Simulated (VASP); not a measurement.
# MnSn3 (Fm-3m) in VASP: a series of runs

MnSn3 is run at these levels: PBE, r2SCAN; tasks: single point.

All numbers are computed with VASP 6.6.1; they aren't measurements. Logs are shortened: lines on timing, memory, paths and dates and some standing lists are left out, and cuts for length are marked.

### Step 1. The cell of the first run

Symmetry: Fm-3m, No. 225, cubic system. Conventional cell: a = 7.136 Å, b = 7.136 Å, c = 7.136 Å, α = 90.00°, β = 90.00°, γ = 90.00°. Sn (site symmetry -43m) has 10 Sn at 3.09 to 3.57 Å and 4 Mn at 3.09 Å within 4.1 Å. Sn (site symmetry m-3m) has 8 Sn at 3.09 Å and 6 Mn at 3.57 Å within 4.1 Å. Within 4.1 Å of Mn (site symmetry m-3m) lie 14 Sn at 3.09 to 3.57 Å.

### Step 2. Single point, PBE, collinear spin, ferromagnetic start

The input, INCAR:

```
SYSTEM = MnSn3
PREC = Accurate
ENCUT = 520
EDIFF = 1E-6
ISMEAR = 0
SIGMA = 0.1
LREAL = .FALSE.
LASPH = .TRUE.
NELM = 150
ALGO = Normal
ISIF = 2
LWAVE = .FALSE.
LCHARG = .FALSE.
ISPIN = 2
MAGMOM = 0 0 0 4
LORBIT = 11
LMAXMIX = 4
GGA = PE
NBANDS = 40
```

The input, KPOINTS:

```
Automatic mesh
0
G
  10 10 10
  0 0 0
```

The input, POSCAR:

```
MnSn3
1.0
    0.0000000000      3.5678868739      3.5678868739
    3.5678868739      0.0000000000      3.5678868739
    3.5678868739      3.5678868739      0.0000000000
Sn Mn
3 1
Direct
    0.2500000000      0.2500000000      0.2500000000
    0.7500000000      0.7500000000      0.7500000000
    0.5000000000      0.5000000000      0.5000000000
    0.0000000000      0.0000000000      0.0000000000
```

Potentials or basis: VASP PAW PBE potentials, release 64 (Sn_d, Mn_pv).

On the command line:

```sh
$ cat potpaw_PBE.64/Sn_d/POTCAR potpaw_PBE.64/Mn_pv/POTCAR > POTCAR
$ mpirun -np 1 vasp_std > vasp.out
```

OUTCAR:

```text
SYSTEM = MnSn3
   PREC = Accurate
   ENCUT = 520
   EDIFF = 1E-6
   ISMEAR = 0
   LREAL = .FALSE.
   LASPH = .TRUE.
   NELM = 150
   ISIF = 2
   ISPIN = 2
   LORBIT = 11
   GGA = PE

 ion  position               nearest neighbor table
   1  0.250  0.250  0.250-   4 3.09   4 3.09   4 3.09   3 3.09   3 3.09   3 3.09   4 3.09   3 3.09
                             2 3.57   2 3.57   2 3.57   2 3.57   2 3.57   2 3.57
   2  0.750  0.750  0.750-   3 3.09   3 3.09   3 3.09   4 3.09   4 3.09   4 3.09   4 3.09   3 3.09
                             1 3.57   1 3.57   1 3.57   1 3.57   1 3.57   1 3.57
   3  0.500  0.500  0.500-   1 3.09   1 3.09   1 3.09   2 3.09   2 3.09   2 3.09   2 3.09   1 3.09

   4  0.000  0.000  0.000-   2 3.09   2 3.09   2 3.09   1 3.09   1 3.09   1 3.09   2 3.09   1 3.09

  LATTYP: Found a face centered cubic cell.
 ALAT       =     7.1357737478

  Lattice vectors:

 A1 = (   0.0000000000,   3.5678868739,   3.5678868739)
 A2 = (   3.5678868739,   0.0000000000,   3.5678868739)
 A3 = (   3.5678868739,   3.5678868739,   0.0000000000)

Analysis of symmetry for initial positions (statically):
=====================================================================
 Subroutine PRICEL returns:
 Original cell was already a primitive cell.

 Routine SETGRP: Setting up the symmetry group for a
 face centered cubic supercell.

 Subroutine GETGRP returns: Found 48 space group operations
 (whereof 48 operations were pure point group operations)
 out of a pool of 48 trial point group operations.

The static configuration has the point symmetry O_h .

Analysis of symmetry for dynamics (positions and initial velocities):
=====================================================================
 Subroutine PRICEL returns:
 Original cell was already a primitive cell.

 Routine SETGRP: Setting up the symmetry group for a
 face centered cubic supercell.

 Subroutine GETGRP returns: Found 48 space group operations
 (whereof 48 operations were pure point group operations)
 out of a pool of 48 trial point group operations.

The dynamic configuration has the point symmetry O_h .

Analysis of structural, dynamic, and magnetic symmetry:
=====================================================================
 Subroutine PRICEL returns:
 Original cell was already a primitive cell.

 Routine SETGRP: Setting up the symmetry group for a
 face centered cubic supercell.

 Subroutine GETGRP returns: Found 48 space group operations
 (whereof 48 operations were pure point group operations)
 out of a pool of 48 trial point group operations.

The overall configuration has the point symmetry O_h .

 Subroutine INISYM returns: Found 48 space group operations
 (whereof 48 operations are pure point group operations),
 and found     1 'primitive' translations

----------------------------------------------------------------------------------------

                                     Primitive cell

  volume of cell :      90.8371

  direct lattice vectors                    reciprocal lattice vectors
     0.000000000  3.567886874  3.567886874    -0.140138972  0.140138972  0.140138972
     3.567886874  0.000000000  3.567886874     0.140138972 -0.140138972  0.140138972
     3.567886874  3.567886874  0.000000000     0.140138972  0.140138972 -0.140138972

  length of vectors
     5.045754006  5.045754006  5.045754006     0.242727820  0.242727820  0.242727820

  position of ions in fractional coordinates (direct lattice)
     0.250000000  0.250000000  0.250000000
     0.750000000  0.750000000  0.750000000
     0.500000000  0.500000000  0.500000000
     0.000000000  0.000000000  0.000000000

  ion indices of the primitive-cell ions
   primitive index   ion index
                 1           1
                 2           2
                 3           3
                 4           4

----------------------------------------------------------------------------------------

 KPOINTS: Automatic mesh

Automatic generation of k-mesh.
 Grid dimensions read from file:
 generate k-points for:   10   10   10

 Generating k-lattice:

  Cartesian coordinates                     Fractional coordinates (reciprocal lattice)
    -0.014013897  0.014013897  0.014013897     0.100000000  0.000000000  0.000000000
     0.014013897 -0.014013897  0.014013897     0.000000000  0.100000000  0.000000000
     0.014013897  0.014013897 -0.014013897     0.000000000  0.000000000  0.100000000

  Length of vectors
     0.024272782  0.024272782  0.024272782

  Shift w.r.t. Gamma in fractional coordinates (k-lattice)
     0.000000000  0.000000000  0.000000000

 Subroutine IBZKPT returns following result:
 ===========================================

 Found     47 irreducible k-points:

 Following reciprocal coordinates:
            Coordinates               Weight
  0.000000  0.000000  0.000000      1.000000
  0.100000  0.000000  0.000000      8.000000
  0.200000  0.000000  0.000000      8.000000
  0.300000  0.000000  0.000000      8.000000
  0.400000  0.000000  0.000000      8.000000
  0.500000  0.000000  0.000000      4.000000
[... 16 lines left out ...]
  0.300000  0.300000  0.000000      6.000000
  0.400000  0.300000  0.000000     24.000000
 [... further k-points ...]
   k-points           NKPTS =     47   k-points in BZ     NKDIM =     47   number of bands    NBANDS=     40
   number of dos      NEDOS =    301   number of ions     NIONS =      4
   total plane-waves  NPLWV =  64000
   dimension x,y,z NGX =    40 NGY =   40 NGZ =   40
   dimension x,y,z NGXF=    80 NGYF=   80 NGZF=   80
   ions per type =               3   1
   NGX,Y,Z   is equivalent  to a cutoff of  13.18, 13.18, 13.18 a.u.
   NGXF,Y,Z  is equivalent  to a cutoff of  26.36, 26.36, 26.36 a.u.
 SYSTEM =  MnSn3
   PREC   = accura    normal or accurate (medium, high low for compatibility)
   ISTART =      0    job   : 0-new  1-cont  2-samecut
   ICHARG =      2    charge: 1-file 2-atom 10-const
   ISPIN  =      2    spin polarized calculation?
   LNONCOLLINEAR =      F non collinear calculations
   LSORBIT =      F    spin-orbit coupling
   LASPH  =      T    aspherical Exc in radial PAW
   ENCUT  =  520.0 eV  38.22 Ry    6.18 a.u.   9.38  9.38  9.38*2*pi/ulx,y,z
   NELM   =    150;   NELMIN=  2; NELMDL= -5     # of ELM steps
   EDIFF  = 0.1E-05   stopping-criterion for ELM
   LREAL  =      F    real-space projection
   EDIFFG = 0.1E-04   stopping-criterion for IOM
   NSW    =      0    number of steps for IOM
   IBRION =     -1    ionic relax: 0-MD 1-quasi-New 2-CG
   NFREE  =      0    steps in history (QN), initial steepest desc. (CG)
   ISIF   =      2    stress and relaxation
   ISYM   =      2    0-nonsym 1-usesym 2-fastsym
   POTIM  = 0.5000    time-step for ionic-motion
   TEBEG  =    0.0;   TEEND  =   0.0 temperature during run
   PSTRESS=    0.0 pullay stress
   NELECT =      55.0000    total number of electrons
   NUPDOWN=      -1.0000    fix difference up-down
   EMIN   =  10.00;   EMAX   =-10.00  energy-range for DOS
   EFERMI =   0.00;   METHOD = LEGACY
   ISMEAR =     0;   SIGMA  =   0.10  broadening in eV -4-tet -1-fermi 0-gaus
   EFERMI_NEDOS =   21; number of points for ismear=-14 and -15
   IALGO  =     38    algorithm
   IMIX   =      4    mixing-type and parameters
     AMIX     =   0.40;   BMIX     =  1.00
     AMIX_MAG =   1.60;   BMIX_MAG =  1.00
  volume/ion in A,a.u.               =      22.71       153.25
  Fermi-wavevector in a.u.,A,eV,Ry     =   1.384973  2.617220 26.098020  1.918150
  Thomas-Fermi vector in A             =   2.509427
   LORBIT       =     11    0 simple, 1 ext, 2 COOP (PROOUT), +10 PAW based schemes
   GGA     = PE    functional components
   LHFCALC =     F    Hartree Fock is set to
   AEXX    =    0.0000 exact exchange contribution
   IVDW    =     0    specifies the selected vdW correction
   LEPSILON=     F    determine dielectric tensor
   LRPA    =     F    only Hartree local field effects (RPA)
 spin polarized calculation
 Gauss-broadening in eV      SIGMA  =   0.10
  energy-cutoff  :      520.00
  volume of cell :       90.84
 maximum number of plane-waves:      2467
 NGX is ok and might be reduce to    40
   NGX = 19   NGY = 19   NGZ = 19

 number of electron      55.0000012 magnetization       3.7239426

 Free energy of the ion-electron system (eV)
  ---------------------------------------------------
  ext. energy  EPLUGINS =         0.00000000
  ---------------------------------------------------
  free energy    TOTEN  =       -19.05786428 eV

  energy without entropy =      -19.04129948  energy(sigma->0) =      -19.04958188

 E-fermi :   8.9235     XC(G=0): -10.9277

 val. band max:        8.9129900809   @ k =  -0.3000   0.1000   0.0000
 cond. band min:       8.9236291584   @ k =  -0.2000   0.3000   0.1000
 fundamental gap:      0.0106390775
 Fermi energy:         8.9235087087

 spin component 1

 k-point     1 :       0.0000    0.0000    0.0000
  band No.  band energies     occupation
      1     -41.2491      1.00000
      2     -41.2491      1.00000
      3     -41.2491      1.00000
      4     -12.7877      1.00000
      5     -12.7877      1.00000
      6     -12.7877      1.00000
[... 997 lines left out ...]
     38      15.4999      0.00000
     39      15.6808      0.00000

 [... further k-points ...]

 spin component 2

 k-point     1 :       0.0000    0.0000    0.0000
  band No.  band energies     occupation
      1     -37.2912      1.00000
      2     -37.2912      1.00000
      3     -37.2912      1.00000
      4     -12.7939      1.00000
      5     -12.7939      1.00000
      6     -12.7939      1.00000
[... 997 lines left out ...]
     38      15.7221      0.00000
     39      16.3031      0.00000

 [... further k-points ...]

 [bands above 39 left out]

------------------------ aborting loop because EDIFF is reached ----------------------------------------

  FORCE on cell =-STRESS in cart. coord.  units (eV):
  Direction    XX          YY          ZZ          XY          YZ          ZX
  --------------------------------------------------------------------------------------
  -------------------------------------------------------------------------------------
  Total        2.7183761      2.7183761      2.7183761      0.0000000     -0.0000000     -0.0000000
  in kB       47.9464983     47.9464983     47.9464983      0.0000000     -0.0000000     -0.0000000
  external PRESSURE =      47.9464983 kB  Pullay stress =       0.0000000 kB

 VOLUME and BASIS-vectors are now :
 -----------------------------------------------------------------------------
  energy-cutoff  :      520.00
  volume of cell :       90.84
      direct lattice vectors                 reciprocal lattice vectors
     0.000000000  3.567886874  3.567886874    -0.140138972  0.140138972  0.140138972
     3.567886874  0.000000000  3.567886874     0.140138972 -0.140138972  0.140138972
     3.567886874  3.567886874  0.000000000     0.140138972  0.140138972 -0.140138972

 POSITION                                       TOTAL-FORCE (eV/Angst)
 -----------------------------------------------------------------------------------
      1.78394      1.78394      1.78394         0.000000     -0.000000      0.000000
      5.35183      5.35183      5.35183        -0.000000      0.000000     -0.000000
      3.56789      3.56789      3.56789        -0.000000      0.000000     -0.000000
      0.00000      0.00000      0.00000        -0.000000      0.000000     -0.000000
 -----------------------------------------------------------------------------------
    total drift:                               -0.000000      0.000000      0.000000

  FREE ENERGIE OF THE ION-ELECTRON SYSTEM (eV)
  ---------------------------------------------------
  free  energy   TOTEN  =       -19.0578642796 eV

  energy  without entropy=      -19.0412994783  energy(sigma->0) =      -19.04958188

 total charge

# of ion       s       p       d       tot
------------------------------------------
    1        1.260   1.005   9.995  12.260
    2        1.260   1.005   9.995  12.260
    3        1.295   0.964  10.009  12.269
    4        0.276   6.127   4.982  11.385
--------------------------------------------------
tot          4.091   9.102  34.981  48.174

 magnetization (x)

# of ion       s       p       d       tot
------------------------------------------
    1        0.010  -0.093   0.001  -0.082
    2        0.010  -0.093   0.001  -0.082
    3       -0.014   0.012  -0.006  -0.008
    4        0.037   0.025   3.707   3.769
--------------------------------------------------
tot          0.043  -0.150   3.704   3.596
```

Wall time 18 min (1 thread of Intel Xeon 8259CL, shared host); peak memory 0.41 GiB.

Results:

```yaml
Free_energy: -19.0579 eV
Pressure: 4.8 GPa
Net_moment: 3.72 μB per cell
Site_moments: Sn -0.08, -0.01 (each value once); Mn +3.77 μB
Valence_electrons_inside_the_program's_atomic_spheres: Sn 12.26, 12.27 (each value once); Mn 11.38
```

Levels at points of the mesh, in eV from the Fermi level:
Spin up:
| k point | band 25 | band 26 | band 27 | band 28 | band 29 | band 30 | band 31 | band 32 | band 33 | band 34 |
| --- | --- | --- | --- | --- | --- | --- | --- | --- | --- | --- |
| (0.00, 0.00, 0.00) | -2.86 | -2.86 | -1.15 | -1.15 | -1.15 | -0.07 | -0.07 | -0.07 | 1.22 | 1.22 |
| (0.50, 0.00, 0.00) | -2.78 | -2.78 | -1.31 | -1.31 | -1.15 | -1.15 | -1.01 | 2.89 | 3.44 | 4.62 |
| (0.50, 0.50, 0.00) | -2.79 | -2.74 | -2.74 | -2.47 | -1.93 | 3.64 | 3.68 | 3.68 | 4.44 | 4.44 |
Spin down:
| k point | band 23 | band 24 | band 25 | band 26 | band 27 | band 28 | band 29 | band 30 |
| --- | --- | --- | --- | --- | --- | --- | --- | --- |
| (0.00, 0.00, 0.00) | -2.42 | -2.42 | -1.15 | -1.15 | -1.15 | 0.45 | 0.45 | 1.48 |
| (0.50, 0.00, 0.00) | -3.08 | -1.76 | -1.26 | -1.26 | 0.25 | 0.25 | 1.39 | 1.67 |
| (0.50, 0.50, 0.00) | -4.49 | -2.71 | 0.12 | 0.12 | 0.72 | 1.09 | 1.27 | 3.64 |

Caveat: the cell stands under pressure; spin-orbit coupling is left out, which moves the levels of the heavy elements.

### Step 3. Single point, PBE, collinear spin, ferromagnetic start

This run uses another cell than the first one, of 23.70 Å³/atom.

The input, INCAR:

```
SYSTEM = MnSn3
PREC = Accurate ; ENCUT = 520
EDIFF = 1E-6 ; ISMEAR = 0
SIGMA = 0.1 ; LREAL = .FALSE.
LASPH = .TRUE. ; NELM = 150
ALGO = Fast ; ISIF = 2
LWAVE = .FALSE. ; LCHARG = .FALSE.
ISPIN = 2 ; MAGMOM = 0 0 0 4
LORBIT = 11 ; LMAXMIX = 4
GGA = PE ; NBANDS = 40
```

KPOINTS is that of step 2.

The input, POSCAR:

```
MnSn3
1.0
    0.0000000000      3.6188635736      3.6188635736
    3.6188635736      0.0000000000      3.6188635736
    3.6188635736      3.6188635736      0.0000000000
Sn Mn
3 1
Direct
    0.2500000000      0.2500000000      0.2500000000
    0.7500000000      0.7500000000      0.7500000000
    0.5000000000      0.5000000000      0.5000000000
    0.0000000000      0.0000000000      0.0000000000
```

Potentials or basis: VASP PAW PBE potentials, release 64 (Sn_d, Mn_pv).

On the command line:

```sh
$ cat potpaw_PBE.64/Sn_d/POTCAR potpaw_PBE.64/Mn_pv/POTCAR > POTCAR
$ mpirun -np 1 vasp_std > vasp.out
```

It took 21 min on 1 thread of Intel Xeon 8259CL, shared host; peak memory 0.43 GiB.

The run converged. Its results:

```
Free energy                                           : -19.1435 eV
Pressure                                              : 2.1 GPa
Net moment                                            : 3.85 μB per cell
Site moments                                          : Sn -0.08, -0.01 (each value once); Mn +3.87 μB
Valence electrons inside the program's atomic spheres : Sn 12.22, 12.23 (each value once); Mn 11.35
```

Levels at points of the mesh, in eV from the Fermi level:
Spin up:
```csv
k point,band 25,band 26,band 27,band 28,band 29,band 30,band 31,band 32,band 33,band 34
"(0.00, 0.00, 0.00)",-2.92,-2.92,-1.08,-1.08,-1.08,-0.15,-0.15,-0.15,1.20,1.20
"(0.50, 0.00, 0.00)",-2.86,-2.86,-1.23,-1.23,-1.22,-1.22,-1.17,2.68,3.23,4.46
"(0.50, 0.50, 0.00)",-2.86,-2.83,-2.83,-2.58,-2.10,3.40,3.52,3.52,4.29,4.29
```
Spin down:
| k point | band 23 | band 24 | band 25 | band 26 | band 27 | band 28 | band 29 | band 30 |
| --- | --- | --- | --- | --- | --- | --- | --- | --- |
| (0.00, 0.00, 0.00) | -2.29 | -2.29 | -1.08 | -1.08 | -1.08 | 0.48 | 0.48 | 1.46 |
| (0.50, 0.00, 0.00) | -2.92 | -1.76 | -1.19 | -1.19 | 0.29 | 0.29 | 1.32 | 1.62 |
| (0.50, 0.50, 0.00) | -4.29 | -2.67 | 0.16 | 0.16 | 0.73 | 1.06 | 1.23 | 3.40 |

Caveat: spin-orbit coupling is left out, which moves the levels of the heavy elements.

### Step 4. Single point, r2SCAN, collinear spin, ferromagnetic start

This run uses another cell than the first one, of 24.68 Å³/atom.

The input, POSCAR:

```
MnSn3
1.0
    0.0000000000      3.6684432068      3.6684432068
    3.6684432068      0.0000000000      3.6684432068
    3.6684432068      3.6684432068      0.0000000000
Sn Mn
3 1
Direct
    0.2500000000      0.2500000000      0.2500000000
    0.7500000000      0.7500000000      0.7500000000
    0.5000000000      0.5000000000      0.5000000000
    0.0000000000      0.0000000000      0.0000000000
```

The input, INCAR.step1:

```
PREC = Accurate
ENCUT = 520
ISMEAR = 0
SIGMA = 0.1
LREAL = F
LASPH = T
NELM = 150
ISPIN = 2
MAGMOM = 0 0 0 4
LMAXMIX = 4
NBANDS = 40
GGA = PE
ALGO = Normal
EDIFF = 1E-4
LWAVE = T
LCHARG = F
```

The input, INCAR.step2:

```
PREC = Accurate
ENCUT = 520
EDIFF = 1E-7
ISMEAR = 0
SIGMA = 0.1
LREAL = F
LASPH = T
NELM = 150
ALGO = Normal
ISIF = 2
LWAVE = F
LCHARG = F
ISPIN = 2
MAGMOM = 0 0 0 4
LORBIT = 11
LMAXMIX = 4
METAGGA = R2SCAN
LMIXTAU = T
NBANDS = 40
ISTART = 1
```

The input, KPOINTS:

```
regular mesh
0
Gamma
  10 10 10
```

On the command line:

```sh
$ cat potpaw_PBE.64/Sn_d/POTCAR potpaw_PBE.64/Mn_pv/POTCAR > POTCAR
$ cp INCAR.step1 INCAR
$ mpirun -np 1 vasp_std > vasp.out
$ cp INCAR.step2 INCAR
$ mpirun -np 1 vasp_std > vasp.out
```

Wall time 56 min (1 thread of Oxide Virtual Turin-like, shared host); peak memory 0.46 GiB.

Results (log left out):

```
Free energy                                           : -87.6922 eV
Pressure                                              : -0.1 GPa
Net moment                                            : 4.25 μB per cell
Site moments                                          : Sn -0.09, +0.01 (each value once); Mn +4.29 μB
Valence electrons inside the program's atomic spheres : Sn 12.22, 12.21 (each value once); Mn 11.29
```

Levels at points of the mesh, in eV from the Fermi level:
Spin up:
```
           k point  band 26  band 27  band 28  band 29  band 30  band 31  band 32  band 33  band 34  band 35
(0.00, 0.00, 0.00)    -3.31    -1.20    -1.20    -1.20    -0.59    -0.59    -0.59     1.11     1.11     1.11
(0.50, 0.00, 0.00)    -4.02    -1.81    -1.81    -1.64    -1.33    -1.33     2.64     3.07     4.41     4.41
(0.50, 0.50, 0.00)    -4.02    -3.90    -3.33    -3.29     3.38     3.42     3.42     4.25     4.25     4.53
```
Spin down:
```
           k point  band 22  band 23  band 24  band 25  band 26  band 27  band 28  band 29
(0.00, 0.00, 0.00)    -2.40    -2.40    -2.40    -1.09    -1.09    -1.09     0.94     0.94
(0.50, 0.00, 0.00)    -3.01    -3.01    -1.83    -1.39    -1.39     0.70     0.70     1.83
(0.50, 0.50, 0.00)    -4.51    -4.51    -2.81     0.50     0.50     1.26     1.56     1.77
```

Caveat: the PAW data sets were made with another functional, which shifts forces and pressure a little; spin-orbit coupling is left out, which moves the levels of the heavy elements.

### Step 5. Overview

| level | cell | gap on the mesh (eV) | pressure (GPa) | moment (μB) |
| --- | --- | --- | --- | --- |
| PBE | a = 5.046 Å, angles 60.0°, 4 atoms | none | 4.8 | 3.72 |
| PBE | a = 5.118 Å, angles 60.0°, 4 atoms | none | 2.1 | 3.85 |
| r2SCAN | a = 5.188 Å, angles 60.0°, 4 atoms | none | -0.1 | 4.25 |

Alike in all rows: task single point; potentials or basis VASP PAW PBE potentials, release 64 (Sn_d, Mn_pv); spin collinear, ferromagnetic start; k mesh 10 × 10 × 10; cutoff (eV) 520; smearing gaussian 0.1 eV.

Caveats: spin-orbit coupling is left out, which moves the levels of the heavy elements; the cell stands under pressure (at least some runs); the PAW data sets were made with another functional, which shifts forces and pressure a little (at least some runs).

Total energies depend on the potentials used, so only differences within one code and one set of settings carry meaning.

The gap in the log of VASP goes by the Fermi energy; the results here count the filled bands.